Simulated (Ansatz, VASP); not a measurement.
Ta4W in VASP and in Ansatz

```
Ta W
1.0
     2.87529    0.00000    0.00000
    -0.95843    2.71085    0.00000
     0.00000    0.00000   25.39060
Ta W
4 1
Direct
  0.00000 0.00000 0.31917
  0.50000 0.50000 0.40758
  0.50000 0.50000 0.59242
  0.00000 0.00000 0.68083
  0.00000 0.00000 0.50000
```

Alike in both runs: task single point; functional PBE; k mesh 13 × 13 × 1; occupations fermi-dirac, width 0.1 eV; no spin polarisation.

|  | VASP | Ansatz |
| --- | --- | --- |
| version | VASP 6.6.1 | Ansatz 0.2.0 |
| potentials or method | VASP PAW PBE potentials, release 64 (Ta_pv, W_sv), cutoff 520 eV | all-electron LAPW, scalar-relativistic |

Ansatz gave:

| Item | Value |
| --- | --- |
| rms of the force components (eV/Å) | 0.291 |

Q: What did VASP give for the same quantities?

A: rms of the force components (eV/Å): 0.287.

Ansatz ran all-electron here, and VASP with PAW potentials.

Neither program's run includes spin-orbit coupling.
